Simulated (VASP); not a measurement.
# SrO (zincblende type) (F-43m) in VASP: notebook, part 2 of 2

VASP 6.6.1. Earlier steps stand in the parts before.

## Step 3: Electric field gradients, r2SCAN

Input file POSCAR:

```
SrO
1.0
    0.0000000000      2.8065896588      2.8065896588
    2.8065896588      0.0000000000      2.8065896588
    2.8065896588      2.8065896588      0.0000000000
Sr O
1 1
Direct
    0.0000000000      0.0000000000      0.0000000000
    0.2500000000      0.2500000000      0.2500000000
```

Input file INCAR.step1:

```
SYSTEM = SrO
ALGO     = Normal         ! electronic algorithm
EDIFF    = 1E-4           ! SCF threshold, eV
ENCUT    = 520            ! plane-wave cutoff, eV
GGA      = PE             ! functional
ISMEAR   = -1             ! smearing method
LASPH    = .TRUE.         ! aspherical terms in the spheres
LCHARG   = .FALSE.        ! write CHGCAR
LREAL    = .FALSE.        ! projectors in reciprocal space
LWAVE    = .TRUE.         ! write WAVECAR
NBANDS   = 15             ! bands
NELM     = 60             ! most SCF steps
PREC     = Accurate       ! precision mode
SIGMA    = 0.03           ! smearing width, eV
```

Input file INCAR.step2:

```
SYSTEM = SrO
ALGO     = Normal         ! electronic algorithm
EDIFF    = 1E-8           ! SCF threshold, eV
ENCUT    = 520            ! plane-wave cutoff, eV
ISIF     = 2              ! what is computed and relaxed
ISMEAR   = -1             ! smearing method
ISTART   = 1            
LASPH    = .TRUE.         ! aspherical terms in the spheres
LCHARG   = .FALSE.        ! write CHGCAR
LEFG     = .TRUE.       
LMIXTAU  = .TRUE.       
LREAL    = .FALSE.        ! projectors in reciprocal space
LWAVE    = .FALSE.        ! write WAVECAR
METAGGA  = R2SCAN         ! meta-GGA
NBANDS   = 15             ! bands
NELM     = 60             ! most SCF steps
PREC     = Accurate       ! precision mode
SIGMA    = 0.03           ! smearing width, eV
```

Input file KPOINTS:

```
k-points
0
G
  11 11 11
  0 0 0
```

Potentials or basis: VASP PAW PBE potentials, release 64 (Sr_sv, O).

Run with:

```console
$ cat potpaw_PBE.64/Sr_sv/POTCAR potpaw_PBE.64/O/POTCAR > POTCAR
$ cp INCAR.step1 INCAR
$ mpirun -np 1 vasp_std > vasp.out
$ cp INCAR.step2 INCAR
$ mpirun -np 1 vasp_std > vasp.out
```

OUTCAR:

```text
SYSTEM = SrO
   EDIFF = 1E-8
   ENCUT = 520
   ISIF = 2
   ISMEAR = -1
   ISTART = 1
   LASPH = .TRUE.
   LREAL = .FALSE.
   METAGGA = R2SCAN
   NELM = 60
   PREC = Accurate

 ion  position               nearest neighbor table
   1  0.000  0.000  0.000-   2 2.43   2 2.43   2 2.43   2 2.43
   2  0.250  0.250  0.250-   1 2.43   1 2.43   1 2.43   1 2.43

  LATTYP: Found a face centered cubic cell.
 ALAT       =     5.6131793176

  Lattice vectors:

 A1 = (   0.0000000000,   2.8065896588,   2.8065896588)
 A2 = (   2.8065896588,   0.0000000000,   2.8065896588)
 A3 = (   2.8065896588,   2.8065896588,   0.0000000000)

Analysis of symmetry for initial positions (statically):
=====================================================================
 Subroutine PRICEL returns:
 Original cell was already a primitive cell.

 Routine SETGRP: Setting up the symmetry group for a
 face centered cubic supercell.

 Subroutine GETGRP returns: Found 24 space group operations
[... 620 lines left out ...]
      direct lattice vectors                 reciprocal lattice vectors
     0.000000000  2.806589659  2.806589659    -0.178152156  0.178152156  0.178152156
     2.806589659  0.000000000  2.806589659     0.178152156 -0.178152156  0.178152156
     2.806589659  2.806589659  0.000000000     0.178152156  0.178152156 -0.178152156

 POSITION                                       TOTAL-FORCE (eV/Angst)
 -----------------------------------------------------------------------------------
      0.00000      0.00000      0.00000        -0.000000     -0.000000     -0.000000
      1.40329      1.40329      1.40329         0.000000      0.000000      0.000000
 -----------------------------------------------------------------------------------
    total drift:                                0.000000      0.000000      0.000000

  FREE ENERGIE OF THE ION-ELECTRON SYSTEM (eV)
  ---------------------------------------------------
  free  energy   TOTEN  =       -26.6319584395 eV

  energy  without entropy=      -26.6319584395  energy(sigma->0) =      -26.63195844

 Electric field gradients (V/A^2)
---------------------------------------------------------------------
 ion       V_xx      V_yy      V_zz      V_xy      V_xz      V_yz
---------------------------------------------------------------------
   1      -0.000     0.000     0.000    -0.000    -0.000    -0.000
   2      -0.000    -0.000     0.000     0.001     0.001     0.001
---------------------------------------------------------------------

 Electric field gradients after diagonalization (V/A^2)
 (convention: |V_zz| > |V_xx| > |V_yy|)
----------------------------------------------------------------------
 ion       V_xx      V_yy      V_zz     asymmetry (V_yy - V_xx)/ V_zz
----------------------------------------------------------------------
   1       0.000     0.000    -0.000       0.000
   2      -0.001    -0.001     0.002       0.000
----------------------------------------------------------------------

           NMR quadrupolar parameters

 Cq : quadrupolar parameter    Cq=e*Q*V_zz/h
 eta: asymmetry parameters     (V_yy - V_xx)/ V_zz
 Q  : nuclear electric quadrupole moment in mb (millibarn)
----------------------------------------------------------------------
 ion       Cq(MHz)       eta       Q (mb)
----------------------------------------------------------------------
   1      -0.000       0.000       1.000
   2       0.000       0.000       1.000
----------------------------------------------------------------------
```

OUTCAR.step1:

```text
SYSTEM = SrO
   EDIFF = 1E-4
   ENCUT = 520
   GGA = PE
   ISMEAR = -1
   LASPH = .TRUE.
   LREAL = .FALSE.
[... 652 lines left out ...]
      0.00000      0.00000      0.00000         0.000000      0.000000      0.000000
      1.40329      1.40329      1.40329        -0.000000     -0.000000     -0.000000
 -----------------------------------------------------------------------------------
    total drift:                               -0.000000     -0.000000     -0.000000

  FREE ENERGIE OF THE ION-ELECTRON SYSTEM (eV)
  ---------------------------------------------------
  free  energy   TOTEN  =       -11.7656148861 eV

  energy  without entropy=      -11.7656148861  energy(sigma->0) =      -11.76561489
```

Wall time 87 s (1 thread of Intel Xeon 6975P-C (Granite Rapids), shared host); peak memory 0.19 GiB.

Results:

| Quantity | Value |
| --- | --- |
| Free energy | -26.6320 eV |
| Pressure | -0.5 GPa |
| Band gap on the k mesh | 2.88 eV, indirect (least direct gap 3.68 eV) |

Caveat: without QUAD_EFG the Cq values of the log hold for a quadrupole moment of 1 mb, not for the nuclei; the PAW data sets were made with another functional, which shifts forces and pressure a little.
